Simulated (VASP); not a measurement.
Wanted: the native input for a VASP 6.6.1 run.

* Task: single point
* Functional: PBE
* Potentials or basis: VASP PAW PBE potentials, release 64 (Ca_sv, Al, F, O)
* Cutoff: 520 eV
* k mesh: 3 × 3 × 2
* Occupations: methfessel-paxton, width 0.01 eV
* Spin: no spin polarisation
* Dipole correction: no
* Further INCAR settings: LREAL = Auto; ALGO = Normal; EDIFF = 1e-06; NBANDS = 67

The structure of CaAlO2F4 lies in POSCAR:

```
CaAlO2F4
1.0
    5.8497520000      0.9020540000      0.1431140000
   -0.4262120000      5.9299480000      0.0112190000
   -0.9301660000     -0.9396480000      6.5806180000
Ca Al F O
2 2 8 4
Direct
    0.4973549580      0.9194203711      0.4219420677
    0.0120274895      0.5016830374      0.4130214390
    0.3872547143      0.2950685161      0.0855646164
    0.0144871700      0.6482532780      0.9188370955
    0.1848157984      0.9448144784     -0.0011349393
    0.4898618342      0.3254161706      0.4845844371
    0.8105206747      0.8235230592      0.1004858569
    0.7567196670      0.2208390598      0.2684049170
    0.7612154296      0.2109499384      0.8837272985
    0.6736782532      0.5053557072      0.1148687896
    0.1070703134      0.8677337406      0.3197550191
    0.9953525989      0.1352238164      0.6012602513
    0.2816408828      0.3297809437      0.7876408317
    0.2983933777      0.6647727493      0.7499093010
    0.6759052176      0.5168367589      0.7509217385
    0.5886098951      0.8959461588      0.8425581098
```

The input as run:

INCAR

```
SYSTEM = CaAlO2F4
PREC = Accurate ; ENCUT = 520
EDIFF = 1E-6 ; ISMEAR = 1
SIGMA = 0.01 ; LREAL = Auto
LASPH = .TRUE. ; NELM = 100
ALGO = Normal ; ISIF = 2
LWAVE = .FALSE. ; LCHARG = .TRUE.
GGA = PE ; LELF = .TRUE.
LVHAR = .TRUE. ; NBANDS = 67
```

KPOINTS

```
regular mesh
0
G
  3 3 2
  0 0 0
```

Potentials or basis: VASP PAW PBE potentials, release 64 (Ca_sv, Al, F, O).

Run with:

```sh
$ cat potpaw_PBE.64/Ca_sv/POTCAR potpaw_PBE.64/Al/POTCAR potpaw_PBE.64/F/POTCAR potpaw_PBE.64/O/POTCAR > POTCAR
$ mpirun -np 1 vasp_std > vasp.out
```

It gave:

The pressure is -10.1 GPa and the largest force is 4.232 eV/Å. The band gap on the k mesh is zero (bands 53 and 54 overlap by 0.16 eV).

Caveat: the k points lie up to 0.48 Å⁻¹ apart.

It took 2.7 min on 1 thread of Intel(R) Xeon(R) 6975P-C (Granite Rapids), with other jobs on the host, peak memory 0.38 GiB.
